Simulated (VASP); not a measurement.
PbO2: single point with PBEsol

PbO2:

```
Pb O
1.0
     4.96317    0.00000    0.00000
     0.00000    4.96317    0.00000
     0.00000    0.00000    3.40682
Pb O
2 4
Direct
  0.50000 0.50000 0.50000
  0.00000 0.00000 0.00000
  0.69261 0.69261 0.00000
  0.80739 0.19261 0.50000
  0.19261 0.80739 0.50000
  0.30739 0.30739 0.00000
```

| Item | Value |
| --- | --- |
| Program | VASP 6.6.1 |
| Task | single point |
| Functional | PBEsol |
| Potentials or basis | VASP PAW PBE potentials, release 64 (Pb_d, O) |
| Cutoff | 520 eV |
| k mesh | 6 × 6 × 8 |
| Occupations | fermi-dirac, width 0.05 eV |
| Spin | no spin polarisation |
| Dipole correction | no |
| Further INCAR settings | ALGO = Normal; EDIFF = 1e-06; NBANDS = 35 |

```json
{
  "Pressure": "2.3 GPa",
  "Largest force": "0.009 eV/Å",
  "Band gap on the k mesh": "0.10 eV (least direct gap 0.13 eV)"
}
```

Forces in eV/Å, atoms in the order of the input:
```
Pb   0.000  0.000  0.000
Pb   0.000  0.000  0.000
O    0.006  0.006  0.000
O   -0.006  0.006  0.000
O    0.006 -0.006  0.000
O   -0.006 -0.006  0.000
```

Stress tensor (GPa, compression positive):
```
2.19 0.00 0.00
0.00 2.19 0.00
0.00 0.00 2.37
```

Levels at points of the mesh, in eV from the valence-band top:
```csv
k point,band 23,band 24,band 25,band 26,band 27,band 28,band 29,band 30
"(0.00, 0.00, 0.00)",-0.59,-0.59,-0.59,-0.59,0.10,4.28,5.78,5.78
"(0.50, 0.00, 0.00)",-0.63,-0.63,-0.37,-0.37,2.49,2.49,6.39,6.39
"(0.50, 0.50, 0.00)",-0.65,-0.65,-0.46,-0.46,2.89,2.89,6.71,6.71
"(0.00, 0.00, 0.50)",-1.13,-1.13,-0.78,-0.78,3.82,3.82,8.85,8.85
"(0.50, 0.00, 0.50)",-0.78,-0.78,-0.16,-0.16,4.14,4.14,7.31,7.31
"(0.50, 0.50, 0.50)",-0.67,-0.67,-0.51,-0.51,2.86,2.86,8.26,8.26
```

It took 3.7 min on 1 thread of Intel Xeon 8259CL, with other jobs on the host, peak memory 0.27 GiB.

Caveat: the PAW data sets were made with another functional, which shifts forces and pressure a little; spin-orbit coupling is left out, which moves the levels of the heavy elements. A k mesh can miss the band edges.
